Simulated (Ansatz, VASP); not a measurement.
# Ta: VASP beside Ansatz

INCAR

```
ALGO = Normal ; EDIFF = 1E-6
ENCUT = 400 ; GGA = PE
GGA_COMPAT = F ; ISIF = 2
ISMEAR = -1 ; ISPIN = 2
LASPH = T ; LCHARG = F
LMAXMIX = 4 ; LORBIT = 11
LREAL = F ; LWAVE = F
MAGMOM = 3 ; NBANDS = 16
NELM = 200 ; PREC = Accurate
SIGMA = 0.1
```

The input KPOINTS:

```
k-points
0
Gamma
  1 1 1
```

The input POSCAR:

```
Ta
1.0
    8.9820000000      0.0000000000      0.0000000000
    0.0000000000      9.0818000000      0.0000000000
    0.0000000000      0.0000000000      9.1816000000
Ta
1
Direct
    0.5000000000      0.5000000000      0.5000000000
```

Input for Ansatz:

```yaml
crystal:
  lattice:
    - [8.982, 0.0, 0.0]
    - [0.0, 9.0818, 0.0]
    - [0.0, 0.0, 9.1816]
  atoms:
    - { symbol: Ta, position: [0.5, 0.5, 0.5], spin: 3.0 }
kpoints:
  mp_grid: { grid: [1, 1, 1], shift: [0, 0, 0] }
hamiltonian:
  xc: pbe
  pseudopotentials: { kind: paw }
magnetization:
  spin_polarized: true
scf:
  occupations: { method: fermi_dirac, width: 0.1 }
```

Alike in both runs: task single point; functional PBE; k mesh 1 × 1 × 1; occupations fermi-dirac, width 0.1 eV; collinear spin.

```csv
,VASP,Ansatz
version,VASP 6.6.1,Ansatz development build ahead of 0.2.0
potentials or method,"VASP PAW PBE potentials, release 64 (Ta_pv)","PAW (an earlier, plane waves, scalar-relativistic"
plane-wave cutoff (eV),400,520
```

|  | VASP | Ansatz | Ansatz less VASP |
| --- | --- | --- | --- |
| net moment per atom (μB) | 3.01 | 3.00 | -0.010 |
| size of the moment on the site where the two differ most (μB) | 2.13 | 3.01 | +0.876 |

Site moments also hang on the region over which each program counts them. Ansatz's warnings: reached outside group, stability check not made.

Spin-orbit coupling is off throughout.
